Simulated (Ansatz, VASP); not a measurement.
# One calculation of WS3, two programs

```xyz
4
Lattice="4.6369 0.0000 0.0000 0.0000 4.6369 0.0000 0.0000 0.0000 4.6369" Properties=species:S:1:pos:R:3 pbc="T T T"
W     0.0000    0.0000    0.0000
S     0.0000    0.0000    2.3185
S     0.0000    2.3185    0.0000
S     2.3185    0.0000    0.0000
```

Alike in both runs: task relaxation of cell and atoms; functional PBEsol; k mesh 10 × 10 × 10; occupations fermi-dirac, width 0.15 eV; no spin polarisation.

|  | VASP | Ansatz |
| --- | --- | --- |
| version | VASP 6.6.1 | Ansatz 0.2.0 |
| potentials or method | VASP PAW PBE potentials, release 64 (W_sv, S), cutoff 600 eV | scalar-relativistic, plane waves, PAW |
| valence electrons in the cell | 32 | 32 |

```tsv
	VASP	Ansatz	Ansatz less VASP
gap on the k mesh at the Fermi level, each at its own relaxed structure (eV)	none	none	-
relaxed volume (Å³/atom)	24.99	24.98	-0.018
relaxed cell length with the largest relative difference (Å)	4.641	4.640	-0.0011
```

VASP's potentials were made for PBE, not for PBEsol. A gap of «none» marks a metal or a gap that the smearing closes.

Spin-orbit coupling is off throughout.
